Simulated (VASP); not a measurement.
The system is Sn.

```
Sn
1.0
    -1.89465    1.89465    1.89465
     1.89465   -1.89465    1.89465
     1.89465    1.89465   -1.89465
Sn
1
Cartesian
  0.0000 0.0000 0.0000
```

| Quantity | Value |
| --- | --- |
| Program | VASP 6.6.1 |
| Task | relaxation of cell and atoms |
| Functional | LDA |
| Potentials or basis | VASP PAW LDA potentials, release 64 (Sn_d) |
| Cutoff | 600 eV |
| k mesh | 11 × 11 × 11 |
| Occupations | gaussian, width 0.1 eV |
| Spin | no spin polarisation |

At the start: pressure -2.9 GPa; volume 27.20 Å³/atom.

Question: Where does the relaxation end?

Answer: Over 3 steps the energy falls by 14.8 meV/atom and the volume is 25.68 Å³/atom (-5.6 %); space group Im-3m (No. 229, to 0.05 Å).

Step by step:
```tsv
step	energy change (eV)	largest force (eV/Å)	pressure (GPa)	volume (Å³)
1	0.0000	0.0000	-2.95	27.20
2	-0.0137	0.0000	0.97	25.28
3	-0.0148	0.0000	0.00	25.68
```

Final structure:
```yaml
crystal:
  lattice:
    - [-1.85858, 1.85858, 1.85858]
    - [1.85858, -1.85858, 1.85858]
    - [1.85858, 1.85858, -1.85858]
  atoms:
    - { symbol: Sn, position: [0.00000, 0.00000, 0.00000] }
```
